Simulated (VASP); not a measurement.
## SnO: single point with LDA

Crystal: SnO.

```
Sn O
1.0
     3.85480    0.00000    0.00000
     0.00000    3.85480    0.00000
     0.00000    0.00000    4.65532
Sn O
2 2
Cartesian
  0.0000 1.9274 1.1440
  1.9274 0.0000 3.5113
  0.0000 0.0000 0.0000
  1.9274 1.9274 0.0000
```

```
Program             : VASP 6.6.1
Task                : single point
Functional          : LDA
Potentials or basis : VASP PAW LDA potentials, release 64 (Sn_d, O)
Cutoff              : 520 eV
k mesh              : 10 × 10 × 8
Occupations         : gaussian, width 0.15 eV
Spin                : no spin polarisation
```

```yaml
Pressure: -4.4 GPa
Largest_force: 0.391 eV/Å
Band_gap_on_the_k_mesh: 0.07 eV (least direct gap 1.76 eV)
```

Forces in eV/Å, atoms in the order of the input:
```
Sn   0.000  0.000 -0.391
Sn   0.000  0.000  0.391
O    0.000  0.000  0.000
O    0.000  0.000  0.000
```

Stress tensor (GPa, compression positive):
```
-5.35  0.00  0.00
 0.00 -5.35  0.00
 0.00  0.00 -2.58
```

Levels at points of the mesh, in eV from the valence-band top:
```csv
k point,band 17,band 18,band 19,band 20,band 21,band 22,band 23,band 24
"(0.00, 0.00, 0.00)",-3.21,-2.99,-2.99,-0.05,2.21,4.56,4.56,4.82
"(0.50, 0.00, 0.00)",-4.65,-4.65,-2.52,-2.52,3.42,3.42,5.80,5.80
"(0.50, 0.50, 0.00)",-2.33,-2.33,-1.70,-1.70,0.07,0.07,4.68,4.68
"(0.00, 0.00, 0.50)",-3.01,-3.01,-2.81,-1.81,1.52,2.76,2.76,3.47
"(0.50, 0.00, 0.50)",-4.59,-4.59,-1.50,-1.50,2.86,2.86,5.22,5.22
"(0.50, 0.50, 0.50)",-2.69,-2.69,-2.33,-2.33,2.52,2.52,4.43,4.43
```

Run time: 78 s on 1 thread of Intel(R) Xeon(R) 6975P-C (Granite Rapids), on a shared host, peak memory 0.27 GiB.

Caveat: the cell stands under tension; the smearing spreads over this small gap; semilocal functionals underestimate gaps, and a narrow one can read as zero; spin-orbit coupling is left out, which moves the levels of the heavy elements. A k mesh can miss the band edges.
